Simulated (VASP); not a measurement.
Here is a VASP 6.6.1 calculation.

The input INCAR:

```
SYSTEM = Y
PREC = Accurate
ENCUT = 520
EDIFF = 1E-7
ISMEAR = -1
SIGMA = 0.1
LREAL = .FALSE.
LASPH = .TRUE.
NELM = 100
ALGO = Normal
ISIF = 2
LWAVE = .FALSE.
LCHARG = .FALSE.
GGA = PE
NBANDS = 18
```

The input KPOINTS:

```
regular mesh
0
G
  15 15 8
  0 0 0
```

POSCAR

```
Y
1.0
    3.6533611683      0.0000000000      0.0000000000
   -1.8266805842      3.1639035810      0.0000000000
    0.0000000000      0.0000000000      5.6983253178
Y
2
Direct
    0.3333333333      0.6666666667      0.2500000000
    0.6666666667      0.3333333333      0.7500000000
```

Potentials or basis: VASP PAW PBE potentials, release 64 (Y_sv).

Command:

```console
$ cat potpaw_PBE.64/Y_sv/POTCAR > POTCAR
$ mpirun -np 1 vasp_std > vasp.out
```

(1) What does it give for the pressure?

(2) Estimate the band gap on the k mesh.

Results:

(1) -0.1 GPa.

(2) zero (band 11 reaches 3.96 eV, above the bottom of band 12 at 2.52 eV).
